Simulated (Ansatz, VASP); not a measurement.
Two plane-wave programs on Se

```xyz
1
Lattice="0.0000 2.0797 2.0797 2.0797 0.0000 2.0797 2.0797 2.0797 0.0000" Properties=species:S:1:pos:R:3 pbc="T T T"
Se    0.0000    0.0000    0.0000
```

Alike in both runs: task single point; functional r2SCAN; k mesh 14 × 14 × 14; occupations fermi-dirac, width 0.1 eV; no spin polarisation.

|  | VASP | Ansatz |
| --- | --- | --- |
| version | VASP 6.6.1 | Ansatz 0.2.0 |
| potentials or method | VASP PAW PBE potentials, release 64 (Se), cutoff 520 eV | plane waves (500 eV) with PAW, scalar-relativistic |
| valence electrons in the cell | 6 | 16 |

Ansatz gave:

```
pressure (GPa) : 11.6
```

**Question.** What did VASP give for the same quantities?

**Answer.** Pressure (GPa): 11.5.

VASP's potentials were made for PBE, not for r2SCAN. VASP's potentials hold 6 valence electrons a cell and Ansatz's 16, so a difference there can come from the potentials and not from the codes.
